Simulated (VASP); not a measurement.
A run of VASP 6.6.1:

POSCAR

```
TaN
1.0
    0.0000000000      2.1982663152      2.1982663152
    2.1982663152      0.0000000000      2.1982663152
    2.1982663152      2.1982663152      0.0000000000
Ta N
1 1
Direct
    0.5000000000      0.5000000000      0.5000000000
    0.0000000000      0.0000000000      0.0000000000
```

File INCAR.step1:

```
SYSTEM = TaN
PREC = Accurate
ENCUT = 520
ISMEAR = 0
SIGMA = 0.1
LREAL = .FALSE.
LASPH = .TRUE.
NELM = 80
NBANDS = 15
GGA = PE
ALGO = Normal
EDIFF = 1E-4
LWAVE = .TRUE.
LCHARG = .FALSE.
```

The input INCAR.step2:

```
SYSTEM = TaN
PREC = Accurate
ENCUT = 520
EDIFF = 1E-6
ISMEAR = 0
SIGMA = 0.1
LREAL = .FALSE.
LASPH = .TRUE.
NELM = 80
ALGO = Normal
ISIF = 2
LWAVE = .FALSE.
LCHARG = .FALSE.
METAGGA = R2SCAN
LMIXTAU = .TRUE.
NBANDS = 15
ISTART = 1
```

File KPOINTS:

```
regular mesh
0
G
  16 16 16
  0 0 0
```

Potentials or basis: VASP PAW PBE potentials, release 64 (Ta_pv, N).

Run with:

```bash
$ cat potpaw_PBE.64/Ta_pv/POTCAR potpaw_PBE.64/N/POTCAR > POTCAR
$ cp INCAR.step1 INCAR
$ mpirun -np 1 vasp_std > vasp.out
$ cp INCAR.step2 INCAR
$ mpirun -np 1 vasp_std > vasp.out
```

Hardware: 1 thread of Intel(R) Xeon(R) 6975P-C (Granite Rapids) (shared host).

How long does it take, and how much memory?

Wall time 57 s on 1 thread of Intel(R) Xeon(R) 6975P-C (Granite Rapids), with other jobs on the host, peak memory 0.17 GiB. Counts: k points 145.
